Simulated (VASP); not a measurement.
The system is As.

```
As
1.0
     1.85538    1.07120    3.46657
    -1.85538    1.07120    3.46657
     0.00000   -2.14241    3.46657
As
2
Direct
  0.22600 0.22600 0.22600
  0.77400 0.77400 0.77400
```

Base run:

```yaml
Program: VASP 6.6.1
Functional: r2SCAN
Potentials_or_basis: VASP PAW PBE potentials, release 64 (As)
Cutoff: 520 eV
k_mesh: 9 × 9 × 9
Occupations: fermi-dirac, width 0.05 eV
Spin: no spin polarisation
```

Its results: band gap on the k mesh zero (band 5 reaches 5.98 eV, above the bottom of band 6 at 5.88 eV); pressure 5.6 GPa; largest force 0.485 eV/Å.

**Question.** After a change of settings the same cell gave: band gap on the k mesh zero (band 5 reaches 5.99 eV, above the bottom of band 6 at 5.88 eV); pressure 7.8 GPa; largest force 0.796 eV/Å. Which change was it?
A. functional from r2SCAN to LDA; potentials or basis from VASP PAW PBE potentials, release 64 (As) to VASP PAW LDA potentials, release 64 (As)
B. functional from r2SCAN to PBEsol; occupations from fermi-dirac, width 0.05 eV to fermi-dirac, width 0.1 eV
C. functional from r2SCAN to PBE; further incar settings from ALGO = Normal; EDIFF = 1e-06; NBANDS = 12 to ALGO = Normal; EDIFF = 1e-07; NBANDS = 12
D. functional from r2SCAN to PBE0; k mesh from 9 × 9 × 9 to 4 × 4 × 4

**Answer.** C.

Caveats: the PAW data sets were made with another functional, which shifts forces and pressure a little (some runs).
